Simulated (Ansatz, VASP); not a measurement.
# Ta: VASP beside Ansatz

The input INCAR:

```
PREC = Accurate ; ENCUT = 600
EDIFF = 1E-6 ; ISMEAR = 0
SIGMA = 0.1 ; LREAL = False
LASPH = True ; NELM = 80
ALGO = Normal ; ISIF = 3
LWAVE = False ; LCHARG = False
IBRION = 2 ; NSW = 100
EDIFFG = -0.005
```

Contents of KPOINTS:

```
regular mesh
0
Gamma
  18 18 18
```

POSCAR

```
Ta
1.0
   -1.6231883333      1.6231883333      1.6231883333
    1.6231883333     -1.6231883333      1.6231883333
    1.6231883333      1.6231883333     -1.6231883333
Ta
1
Direct
    0.0000000000      0.0000000000      0.0000000000
```

Input for Ansatz:

```yaml
crystal:
  lattice:
    - [-1.6231883332, 1.6231883332, 1.6231883332]
    - [1.6231883332, -1.6231883332, 1.6231883332]
    - [1.6231883332, 1.6231883332, -1.6231883332]
  atoms:
    - { symbol: Ta, position: [0.0, 0.0, 0.0] }
basis:
  ecutwfc: 420
kpoints:
  mp_grid: { grid: [18, 18, 18] }
hamiltonian:
  xc: lda
  pseudopotentials: { kind: paw, azcp: { folder: soft_1 } }
scf:
  occupations: { method: gaussian, width: 0.1 }
output:
  forces: true
  stress: true
  eigenvalues: true
relax:
  adjacent_minimum: "off"
  f_tol: 0.005
  max_steps: 80
  cell: { stress_tol: 0.05 }
```

Alike in both runs: task relaxation of cell and atoms; functional LDA; k mesh 18 × 18 × 18; occupations gaussian, width 0.1 eV; no spin polarisation.

|  | VASP | Ansatz |
| --- | --- | --- |
| version | VASP 6.6.1 | Ansatz 0.2.0 |
| potentials or method | VASP PAW LDA potentials, release 64 (Ta_pv), cutoff 600 eV | scalar-relativistic, plane waves, PAW |
| valence electrons in the cell | 11 | 13 |

VASP gave:

| Property | Result |
| --- | --- |
| gap on the k mesh at the Fermi level, each at its own relaxed structure (eV) | none |
| relaxed volume (Å³/atom) | 17.28 |
| relaxed cell length with the largest relative difference (Å) | 2.821 |

**Question.** Which values does Ansatz return?

**Answer.** gap on the k mesh at the Fermi level, each at its own relaxed structure (eV): none; relaxed volume (Å³/atom): 17.21; relaxed cell length with the largest relative difference (Å): 2.817.

Ansatz warns that its potentials were made for another functional, while VASP's fit it. LDA's correlation is that of Perdew and Zunger in VASP and of Perdew and Wang (1992) in Ansatz. A gap of «none» marks a metal or a gap that the smearing closes. VASP's potentials hold 11 valence electrons a cell and Ansatz's 13, so a difference there can come from the potentials and not from the codes.

Spin-orbit coupling is off throughout.
